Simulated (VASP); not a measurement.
# La (P6_3/mmc) in VASP: a series of runs

La is run at these levels: LDA; tasks: single point.

All numbers are computed with VASP 6.6.1; they aren't measurements. Logs are shortened: lines on timing, memory, paths and dates and some standing lists are left out, and cuts for length are marked.

## (1) The cell of the first run

The structure is hexagonal, space group P6_3/mmc (No. 194). Conventional cell: a = 3.673 Å, b = 3.673 Å, c = 5.946 Å, α = 90.00°, β = 90.00°, γ = 120.00°. La (site symmetry -6m2) has 12 La at 3.65 to 3.67 Å within 4.8 Å.

## (2) Single point, LDA (34.74 Å³/atom)

Contents of INCAR:

```
SYSTEM = La
PREC     = Accurate       ! precision mode
ENCUT    = 520            ! plane-wave cutoff, eV
EDIFF    = 1E-6           ! SCF threshold, eV
ISMEAR   = -1             ! smearing method
SIGMA    = 0.05           ! smearing width, eV
LREAL    = .False.        ! projectors in reciprocal space
LASPH    = .True.         ! aspherical terms in the spheres
NELM     = 80             ! most SCF steps
ALGO     = Normal         ! electronic algorithm
ISIF     = 2              ! what is computed and relaxed
LWAVE    = .False.        ! write WAVECAR
LCHARG   = .False.        ! write CHGCAR
NBANDS   = 18             ! bands
```

Contents of KPOINTS:

```
regular mesh
0
Gamma
  11 11 6
  0 0 0
```

Contents of POSCAR:

```
La
1.0
    3.6734499165      0.0000000000      0.0000000000
   -1.8367249582      3.1813009472      0.0000000000
    0.0000000000      0.0000000000      5.9460876799
La
2
Direct
    0.3333333333      0.6666666667      0.2500000000
    0.6666666667      0.3333333333      0.7500000000
```

Potentials or basis: VASP PAW LDA potentials, release 64 (La).

Started as:

```console
cat potpaw_LDA.64/La/POTCAR > POTCAR
mpirun -np 1 vasp_std > vasp.out
```

OUTCAR:

```text
SYSTEM = La
   PREC = Accurate
   ENCUT = 520
   EDIFF = 1E-6
   ISMEAR = -1
   LREAL = .False.
   LASPH = .True.
   NELM = 80
   ISIF = 2

 ion  position               nearest neighbor table
   1  0.333  0.667  0.250-   2 3.65   2 3.65   2 3.65   2 3.65   2 3.65   2 3.65
   2  0.667  0.333  0.750-   1 3.65   1 3.65   1 3.65   1 3.65   1 3.65   1 3.65

  LATTYP: Found a hexagonal cell.
 ALAT       =     3.6734499165
 C/A-ratio  =     1.6186657815

  Lattice vectors:

 A1 = (   3.6734499165,   0.0000000000,   0.0000000000)
 A2 = (  -1.8367249582,   3.1813009472,   0.0000000000)
 A3 = (   0.0000000000,   0.0000000000,   5.9460876799)

Analysis of symmetry for initial positions (statically):
=====================================================================
 Subroutine PRICEL returns:
 Original cell was already a primitive cell.

 Routine SETGRP: Setting up the symmetry group for a
 hexagonal supercell.

 Subroutine GETGRP returns: Found 24 space group operations
 (whereof 12 operations were pure point group operations)
 out of a pool of 24 trial point group operations.

The static configuration has the point symmetry D_3d.
 The point group associated with its full space group is D_6h.

Analysis of symmetry for dynamics (positions and initial velocities):
=====================================================================
 Subroutine PRICEL returns:
 Original cell was already a primitive cell.

 Routine SETGRP: Setting up the symmetry group for a
 hexagonal supercell.

 Subroutine GETGRP returns: Found 24 space group operations
 (whereof 12 operations were pure point group operations)
 out of a pool of 24 trial point group operations.

The dynamic configuration has the point symmetry D_3d.
 The point group associated with its full space group is D_6h.

 Subroutine INISYM returns: Found 24 space group operations
 (whereof 12 operations are pure point group operations),
 and found     1 'primitive' translations

----------------------------------------------------------------------------------------

                                     Primitive cell

  volume of cell :      69.4881

  direct lattice vectors                    reciprocal lattice vectors
     3.673449917  0.000000000  0.000000000     0.272223665  0.157168406  0.000000000
    -1.836724958  3.181300947  0.000000000     0.000000000  0.314336813  0.000000000
     0.000000000  0.000000000  5.946087680     0.000000000  0.000000000  0.168177809

  length of vectors
     3.673449917  3.673449916  5.946087680     0.314336813  0.314336813  0.168177809

[... 79 lines left out ...]
   NELM   =     80;   NELMIN=  2; NELMDL= -5     # of ELM steps
   EDIFF  = 0.1E-05   stopping-criterion for ELM
   LREAL  =      F    real-space projection
   EDIFFG = 0.1E-04   stopping-criterion for IOM
   NSW    =      0    number of steps for IOM
   IBRION =     -1    ionic relax: 0-MD 1-quasi-New 2-CG
   NFREE  =      0    steps in history (QN), initial steepest desc. (CG)
   ISIF   =      2    stress and relaxation
   ISYM   =      2    0-nonsym 1-usesym 2-fastsym
   POTIM  = 0.5000    time-step for ionic-motion
   TEBEG  =    0.0;   TEEND  =   0.0 temperature during run
   PSTRESS=    0.0 pullay stress
   NELECT =      22.0000    total number of electrons
   NUPDOWN=      -1.0000    fix difference up-down
   EMIN   =  10.00;   EMAX   =-10.00  energy-range for DOS
   EFERMI =   0.00;   METHOD = LEGACY
   ISMEAR =    -1;   SIGMA  =   0.05  broadening in eV -4-tet -1-fermi 0-gaus
   EFERMI_NEDOS =   21; number of points for ismear=-14 and -15
   IALGO  =     38    algorithm
   IMIX   =      4    mixing-type and parameters
     AMIX     =   0.40;   BMIX     =  1.00
     AMIX_MAG =   1.60;   BMIX_MAG =  1.00
  volume/ion in A,a.u.               =      34.74       234.46
  Fermi-wavevector in a.u.,A,eV,Ry     =   1.115781  2.108521 16.938810  1.244967
  Thomas-Fermi vector in A             =   2.252389
   LORBIT       =      0    0 simple, 1 ext, 2 COOP (PROOUT), +10 PAW based schemes
   GGA     = CA    functional components
   LHFCALC =     F    Hartree Fock is set to
   AEXX    =    0.0000 exact exchange contribution
   IVDW    =     0    specifies the selected vdW correction
   LEPSILON=     F    determine dielectric tensor
   LRPA    =     F    only Hartree local field effects (RPA)
 non-spin polarized calculation
  energy-cutoff  :      520.00
  volume of cell :       69.49
 maximum number of plane-waves:      1886
 NGX is ok and might be reduce to    28
   NGX = 13   NGY = 13   NGZ = 23

 number of electron      22.0000002 magnetization

 Free energy of the ion-electron system (eV)
  ---------------------------------------------------
  ext. energy  EPLUGINS =         0.00000000
  ---------------------------------------------------
  free energy    TOTEN  =       -11.07423307 eV

  energy without entropy =      -11.04253551  energy(sigma->0) =      -11.05838429

 E-fermi :   8.3054     XC(G=0): -10.0369

 val. band max:        8.2939652195   @ k =   0.4545   0.0909   0.3333
 cond. band min:       8.3232840145   @ k =   0.2727   0.2727   0.0000
 fundamental gap:      0.0293187950
 Fermi energy:         8.3054335615

 k-point     1 :       0.0000    0.0000    0.0000
  band No.  band energies     occupation
      1     -24.3598      2.00000
      2     -24.0932      2.00000
      3      -8.9001      2.00000
      4      -7.4311      2.00000
      5      -7.4311      2.00000
      6      -7.2050      2.00000
[... 481 lines left out ...]
      5      -7.9127      2.00000
      6      -7.6046      2.00000
[... 10 lines left out ...]
     17      10.0576      0.00000
     18      10.0981      0.00000

 [... further k-points ...]

------------------------ aborting loop because EDIFF is reached ----------------------------------------

  FORCE on cell =-STRESS in cart. coord.  units (eV):
  Direction    XX          YY          ZZ          XY          YZ          ZX
  --------------------------------------------------------------------------------------
  -------------------------------------------------------------------------------------
  Total       -0.7596730     -0.7596730     -0.7152722     -0.0000000      0.0000000      0.0000000
  in kB      -17.5156838    -17.5156838    -16.4919408     -0.0000000      0.0000000      0.0000000
  external PRESSURE =     -17.1744362 kB  Pullay stress =       0.0000000 kB

 VOLUME and BASIS-vectors are now :
 -----------------------------------------------------------------------------
  energy-cutoff  :      520.00
  volume of cell :       69.49
      direct lattice vectors                 reciprocal lattice vectors
     3.673449917  0.000000000  0.000000000     0.272223665  0.157168406  0.000000000
    -1.836724958  3.181300947  0.000000000     0.000000000  0.314336813  0.000000000
     0.000000000  0.000000000  5.946087680     0.000000000  0.000000000  0.168177809

 POSITION                                       TOTAL-FORCE (eV/Angst)
 -----------------------------------------------------------------------------------
     -0.00000      2.12087      1.48652         0.000000      0.000000      0.000000
      1.83672      1.06043      4.45957        -0.000000     -0.000000      0.000000
 -----------------------------------------------------------------------------------
    total drift:                               -0.000000      0.000000     -0.000000

  FREE ENERGIE OF THE ION-ELECTRON SYSTEM (eV)
  ---------------------------------------------------
  free  energy   TOTEN  =       -11.0742330687 eV

  energy  without entropy=      -11.0425355060  energy(sigma->0) =      -11.05838429
```

OSZICAR:

```text
N       E                     dE             d eps       ncg     rms          rms(c)
DAV:   1     0.246395122320E+03    0.24640E+03   -0.79902E+03  2304   0.172E+03
DAV:   2     0.251955355874E+02   -0.22120E+03   -0.21763E+03  3264   0.303E+02
DAV:   3    -0.778253877622E+01   -0.32978E+02   -0.32228E+02  3834   0.136E+02
DAV:   4    -0.108577947432E+02   -0.30753E+01   -0.30293E+01  4572   0.360E+01
DAV:   5    -0.110933819517E+02   -0.23559E+00   -0.23502E+00  3760   0.958E+00    0.356E+00
DAV:   6    -0.110956630847E+02   -0.22811E-02   -0.51356E-01  4608   0.459E+00    0.178E+00
DAV:   7    -0.110760135646E+02    0.19650E-01   -0.38584E-02  3816   0.125E+00    0.554E-01
DAV:   8    -0.110741191826E+02    0.18944E-02   -0.71026E-03  4584   0.609E-01    0.696E-02
DAV:   9    -0.110742132750E+02   -0.94092E-04   -0.67355E-04  4032   0.154E-01    0.381E-02
DAV:  10    -0.110742331686E+02   -0.19894E-04   -0.12770E-04  4336   0.688E-02    0.284E-02
DAV:  11    -0.110742329820E+02    0.18664E-06   -0.18341E-05  3864   0.406E-02    0.790E-03
DAV:  12    -0.110742330687E+02   -0.86728E-07   -0.90210E-07  3224   0.137E-02
   1 F= -.11074233E+02 E0= -.11058384E+02  d E =-.316976E-01
```

stdout:

```text
POSCAR found type information on POSCAR La
 POSCAR found :  1 types and       2 ions
 scaLAPACK will be used
 LDA part: xc-table for (Slater(with rela. corr.)+CA(PZ))
 , standard interpolation
 POSCAR, INCAR and KPOINTS ok, starting setup
 FFT: planning ... GRIDC
 FFT: planning ... GRID_SOFT
 FFT: planning ... GRID
 WAVECAR not read
 entering main loop
```

It took 1.8 min on 1 thread of Intel Xeon 8259CL, shared host; peak memory 0.22 GiB.

What came out:

* Free energy: -11.0742 eV
* Pressure: -1.7 GPa
* Band gap on the k mesh: zero (bands 11 and 12 overlap by 1.48 eV)

Stress tensor (GPa, compression positive):
```
-1.75  0.00  0.00
 0.00 -1.75  0.00
 0.00  0.00 -1.65
```

Levels at points of the mesh, in eV from the Fermi level:
| k point | band 7 | band 8 | band 9 | band 10 | band 11 | band 12 | band 13 | band 14 | band 15 | band 16 |
| --- | --- | --- | --- | --- | --- | --- | --- | --- | --- | --- |
| (0.00, 0.00, 0.00) | -15.51 | -15.48 | -3.14 | -1.84 | 1.02 | 1.33 | 1.33 | 1.46 | 1.55 | 1.65 |
| (0.00, 0.00, 0.50) | -15.62 | -15.62 | -1.79 | -1.79 | 0.63 | 0.63 | 1.40 | 1.40 | 1.40 | 1.48 |

Caveat: spin-orbit coupling is left out, which moves the levels of the heavy elements.

## (3) Single point, LDA (35.48 Å³/atom)

This run uses another cell than the first one, of 35.48 Å³/atom.

Contents of INCAR:

```
SYSTEM = La
PREC = Accurate ; ENCUT = 520
EDIFF = 1E-7 ; ISMEAR = -1
SIGMA = 0.05 ; LREAL = .FALSE.
LASPH = .TRUE. ; NELM = 60
ALGO = Normal ; ISIF = 2
LWAVE = .FALSE. ; LCHARG = .FALSE.
GGA = CA ; NBANDS = 18
```

Contents of KPOINTS:

```
regular mesh
0
G
  11 11 6
  0 0 0
```

Contents of POSCAR:

```
La
1.0
    3.6993201345      0.0000000000      0.0000000000
   -1.8496600672      3.2037052131      0.0000000000
    0.0000000000      0.0000000000      5.9879629165
La
2
Direct
    0.3333333333      0.6666666667      0.2500000000
    0.6666666667      0.3333333333      0.7500000000
```

Potentials or basis: VASP PAW LDA potentials, release 64 (La).

Started as:

```console
cat potpaw_LDA.64/La/POTCAR > POTCAR
mpirun -np 1 vasp_std > vasp.out
```

It took 2.2 min on 1 thread of Intel Xeon 8259CL, shared host; peak memory 0.22 GiB.

Results (log left out):

* Free energy: -11.0563 eV
* Pressure: -2.2 GPa
* Band gap on the k mesh: zero (bands 11 and 12 overlap by 1.45 eV)

Levels at points of the mesh, in eV from the Fermi level:
```csv
k point,band 9,band 10,band 11,band 12,band 13,band 14
"(0.00, 0.00, 0.00)",-3.16,-1.81,1.02,1.32,1.32,1.43
"(0.00, 0.00, 0.50)",-1.82,-1.82,0.61,0.61,1.39,1.39
```

Caveat: spin-orbit coupling is left out, which moves the levels of the heavy elements.

## (4) Single point, LDA (equal xx and yy strain of -2 %)

Contents of INCAR:

```
PREC = Accurate ; ENCUT = 520
EDIFF = 1E-6 ; ISMEAR = -1
SIGMA = 0.05 ; LREAL = F
LASPH = T ; NELM = 100
ALGO = Normal ; ISIF = 2
LWAVE = F ; LCHARG = F
GGA = CA ; NBANDS = 18
```

Contents of KPOINTS:

```
regular mesh
0
Gamma
  11 11 6
```

Contents of POSCAR:

```
La
1.0
    3.6750020097      0.0000000000      0.0000000000
   -1.8375010048      3.1826450993      0.0000000000
    0.0000000000      0.0000000000      6.0700000000
La
2
Direct
    0.3333333333      0.6666666667      0.2500000000
    0.6666666667      0.3333333333      0.7500000000
```

Started as:

```console
cat potpaw_LDA.64/La/POTCAR > POTCAR
mpirun -np 1 vasp_std > vasp.out
```

Wall time 2.1 min (1 thread of Intel Xeon 8259CL, shared host); peak memory 0.22 GiB.

Results (log left out):

```yaml
Free_energy: -11.0549 eV
Pressure: -2.3 GPa
Band_gap_on_the_k_mesh: zero (bands 11 and 12 overlap by 1.44 eV)
```

Stress tensor (GPa, compression positive):
```
-2.16  0.00  0.00
 0.00 -2.16  0.00
 0.00  0.00 -2.50
```

Levels at points of the mesh, in eV from the Fermi level:
```csv
k point,band 8,band 9,band 10,band 11,band 12,band 13,band 14,band 15
"(0.00, 0.00, 0.00)",-15.56,-3.16,-1.79,0.97,1.37,1.37,1.43,1.49
"(0.00, 0.00, 0.50)",-15.66,-1.84,-1.84,0.58,0.58,1.41,1.41,1.45
```

Caveat: the cell differs from its parent crystal (equal xx and yy strain of -2 %); spin-orbit coupling is left out, which moves the levels of the heavy elements.

## (5) Single point, LDA (36.22 Å³/atom)

This run uses another cell than the first one, of 36.22 Å³/atom.

Contents of INCAR:

```
ALGO = Normal
EDIFF = 1E-7
ENCUT = 520
ISIF = 2
ISMEAR = -1
LASPH = T
LCHARG = F
LREAL = F
LWAVE = F
NBANDS = 18
NELM = 60
PREC = Accurate
SIGMA = 0.05
```

Contents of KPOINTS:

```
k-points
0
Gamma
  11 11 6
```

Contents of POSCAR:

```
La
1.0
    3.7248334934      0.0000000000      0.0000000000
   -1.8624167466      3.2258004301      0.0000000000
    0.0000000000      0.0000000000      6.0292605175
La
2
Direct
    0.3333333333      0.6666666667      0.2500000000
    0.6666666667      0.3333333333      0.7500000000
```

Started as:

```console
cat potpaw_LDA.64/La/POTCAR > POTCAR
mpirun -np 1 vasp_std > vasp.out
```

Wall time 2 min (1 thread of Intel Xeon 8259CL, shared host); peak memory 0.22 GiB.

The run converged. Its results:

```
Free energy            : -11.0339 eV
Pressure               : -2.7 GPa
Band gap on the k mesh : zero (bands 11 and 12 overlap by 1.41 eV)
```

Levels at points of the mesh, in eV from the Fermi level:
```csv
k point,band 8,band 9,band 10,band 11,band 12,band 13,band 14,band 15
"(0.00, 0.00, 0.00)",-15.62,-3.17,-1.79,1.01,1.31,1.31,1.40,1.49
"(0.00, 0.00, 0.50)",-15.75,-1.84,-1.84,0.60,0.60,1.38,1.38,1.41
```

Caveat: spin-orbit coupling is left out, which moves the levels of the heavy elements.

## (6) Summary

| cell | gap on the mesh (eV) | pressure (GPa) |
| --- | --- | --- |
| a = 3.673, b = 3.673, c = 5.946 Å, angles 90.0, 90.0, 120.0°, 2 atoms | none | -1.7 |
| a = 3.699, b = 3.699, c = 5.988 Å, angles 90.0, 90.0, 120.0°, 2 atoms | none | -2.2 |
| a = 3.675, b = 3.675, c = 6.070 Å, angles 90.0, 90.0, 120.0°, 2 atoms | none | -2.3 |
| a = 3.725, b = 3.725, c = 6.029 Å, angles 90.0, 90.0, 120.0°, 2 atoms | none | -2.7 |

Alike in all rows: task single point; level LDA; potentials or basis VASP PAW LDA potentials, release 64 (La); no spin polarisation; k mesh 11 × 11 × 6; cutoff (eV) 520; smearing fermi-dirac 0.05 eV.

Caveats: spin-orbit coupling is left out, which moves the levels of the heavy elements.

Total energies depend on the potentials used, so only differences within one code and one set of settings carry meaning.

The gap in the log of VASP goes by the Fermi energy; the results here count the filled bands.